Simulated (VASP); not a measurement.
WC:

```
W C
1.0
     0.00000    2.19268    2.19268
     2.19268    0.00000    2.19268
     2.19268    2.19268    0.00000
W C
1 1
Cartesian
  0.0000 0.0000 0.0000
  2.1927 2.1927 2.1927
```

| Item | Value |
| --- | --- |
| Program | VASP 6.6.1 |
| Task | relaxation of cell and atoms |
| Functional | PBEsol |
| Potentials or basis | VASP PAW PBE potentials, release 64 (W_sv, C) |
| Cutoff | 600 eV |
| k mesh | 16 × 16 × 16 |
| Occupations | methfessel-paxton, width 0.1 eV |
| Spin | no spin polarisation |

At the start: pressure -9.2 GPa; volume 10.54 Å³/atom.

Problem. How do energy, volume and symmetry change on relaxing?

Solution. Over 3 steps the energy falls by 7.6 meV/atom and the volume is 10.29 Å³/atom (-2.4 %); space group Fm-3m (No. 225, to 0.05 Å).

The path:
```csv
step,energy change (eV),largest force (eV/Å),pressure (GPa),volume (Å³)
1,0.0000,0.0000,-9.23,21.08
2,0.0935,0.0000,28.82,19.29
3,-0.0152,0.0000,-0.22,20.58
```

Final structure:
```
W C
1.0
     0.00000    2.17499    2.17499
     2.17499    0.00000    2.17499
     2.17499    2.17499    0.00000
W C
1 1
Cartesian
  0.0000 0.0000 0.0000
  2.1750 2.1750 2.1750
```

Caveat: the PAW data sets were made with another functional, which shifts forces and pressure a little.
